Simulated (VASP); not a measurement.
Input of a VASP 6.6.1 run:

Contents of POSCAR:

```
CdIn2O4
1.0
    0.0000000000      4.6003644950      4.6003644950
    4.6003644950      0.0000000000      4.6003644950
    4.6003644950      4.6003644950      0.0000000000
Cd In O
2 4 8
Direct
    0.2500000000      0.2500000000      0.2500000000
    0.0000000000      0.0000000000      0.0000000000
    0.1250000000      0.6250000000      0.6250000000
    0.6250000000      0.6250000000      0.6250000000
    0.6250000000      0.1250000000      0.6250000000
    0.6250000000      0.6250000000      0.1250000000
    0.8618762728      0.8618762728      0.8618762728
    0.8356288185      0.3881237272      0.3881237272
    0.3881237272      0.3881237272      0.8356288185
    0.3881237272      0.8356288185      0.3881237272
    0.8618762728      0.8618762728      0.4143711815
    0.8618762728      0.4143711815      0.8618762728
    0.3881237272      0.3881237272      0.3881237272
    0.4143711815      0.8618762728      0.8618762728
```

The input INCAR.step1:

```
SYSTEM = CdIn2O4
PREC = Accurate
ENCUT = 660
ISMEAR = -1
SIGMA = 0.02
LREAL = .FALSE.
LASPH = .TRUE.
NELM = 120
NBANDS = 75
GGA = PE
ALGO = Normal
EDIFF = 1E-5
LWAVE = .TRUE.
LCHARG = .FALSE.
GGA_COMPAT = .FALSE.
```

INCAR.step2

```
SYSTEM = CdIn2O4
PREC = Accurate
ENCUT = 660
EDIFF = 1E-6
ISMEAR = -1
SIGMA = 0.02
LREAL = .FALSE.
LASPH = .TRUE.
NELM = 120
ALGO = Normal
ISIF = 2
LWAVE = .FALSE.
LCHARG = .FALSE.
METAGGA = R2SCAN
LMIXTAU = .TRUE.
NBANDS = 75
ISTART = 1
GGA_COMPAT = .FALSE.
```

Contents of KPOINTS:

```
regular mesh
0
G
  4 4 4
  0 0 0
```

Potentials or basis: VASP PAW PBE potentials, release 64 (Cd, In_d, O).

Command:

```sh
$ cat potpaw_PBE.64/Cd/POTCAR potpaw_PBE.64/In_d/POTCAR potpaw_PBE.64/O/POTCAR > POTCAR
$ cp INCAR.step1 INCAR
$ mpirun -np 1 vasp_std > vasp.out
$ cp INCAR.step2 INCAR
$ mpirun -np 1 vasp_std > vasp.out
```

**Question.** Predict the largest force.

**Answer.** 0.008 eV/Å.

**Question.** Estimate the pressure.

**Answer.** 1.0 GPa.

**Question.** Predict the band gap on the k mesh.

**Answer.** 1.57 eV (least direct gap 1.64 eV).

Forces in eV/Å, atoms in the order of the input:
```
Cd   0.000  0.000  0.000
Cd   0.000  0.000  0.000
In   0.000  0.000  0.000
In   0.000  0.000  0.000
In   0.000  0.000  0.000
In   0.000  0.000  0.000
O   -0.005 -0.005 -0.005
O    0.005 -0.005 -0.005
O   -0.005 -0.005  0.005
O   -0.005  0.005 -0.005
O    0.005  0.005 -0.005
O    0.005 -0.005  0.005
O    0.005  0.005  0.005
O   -0.005  0.005  0.005
```

Caveat: the PAW data sets were made with another functional, which shifts forces and pressure a little; spin-orbit coupling is left out, which moves the levels of the heavy elements. A k mesh can miss the band edges.
